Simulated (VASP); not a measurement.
Zr12H (a cell with a defect), 13 atoms in the cell. The cell holds a defect, 13 atoms: a = 6.460 Å, b = 9.690 Å, c = 5.145 Å, α = 90.00°, β = 90.00°, γ = 120.00°. 

```yaml
Program: VASP 6.6.1
Task: single point
Functional: PBE
Potentials_or_basis: VASP PAW PBE potentials, release 64 (Zr_sv, H)
Cutoff: 520 eV
k_mesh: 3 × 2 × 3
Occupations: fermi-dirac, width 0.1 eV
Spin: no spin polarisation
Dipole_correction: no
Further_INCAR_settings: ALGO = Normal; EDIFF = 1e-06; NBANDS = 84
```

Potentials or basis: VASP PAW PBE potentials, release 64 (Zr_sv, H).

Launch:

```sh
$ cat potpaw_PBE.64/Zr_sv/POTCAR potpaw_PBE.64/H/POTCAR > POTCAR
$ mpirun -np 1 vasp_std > vasp.out
```

Hardware: 1 thread of AMD EPYC 7R43 64-Core Processor (Zen 3), on a shared host.

**Question.** Estimate the wall time of this run.

**Answer.** It took 6.6 min on 1 thread of AMD EPYC 7R43 64-Core Processor (Zen 3), with other jobs on the host, peak memory 0.39 GiB. Counts: scf iterations 17, k points 10.
